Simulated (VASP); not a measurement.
Crystal: Lu.

```
Lu
1.0
     3.50482    0.00000    0.00000
    -1.75241    3.03526    0.00000
     0.00000    0.00000    5.46968
Lu
2
Direct
  0.33333 0.66667 0.25000
  0.66667 0.33333 0.75000
```

Base run:

```yaml
Program: VASP 6.6.1
Functional: r2SCAN
Potentials_or_basis: VASP PAW PBE potentials, release 64 (Lu)
Cutoff: 520 eV
k_mesh: 10 × 10 × 6
Occupations: gaussian, width 0.3 eV
Spin: no spin polarisation
```

Its results: band gap on the k mesh zero (bands 25 and 26 overlap by 2.00 eV); pressure 0.4 GPa.

Question: After a change of settings the same cell gave: band gap on the k mesh zero (bands 25 and 26 overlap by 1.99 eV); pressure -0.1 GPa. Which change was it?
A. occupations from gaussian, width 0.3 eV to methfessel-paxton, width 0.01 eV
B. occupations from gaussian, width 0.3 eV to fermi-dirac, width 0.6 eV; further incar settings from ALGO = Normal; EDIFF = 1e-06; NBANDS = 32 to ALGO = Normal; EDIFF = 1e-07; NBANDS = 32
C. occupations from gaussian, width 0.3 eV to fermi-dirac, width 0.3 eV

Answer: A.

Caveats: the PAW data sets were made with another functional, which shifts forces and pressure a little; spin-orbit coupling is left out, which moves the levels of the heavy elements; so wide a smearing shifts energies and pressures (at least some runs).
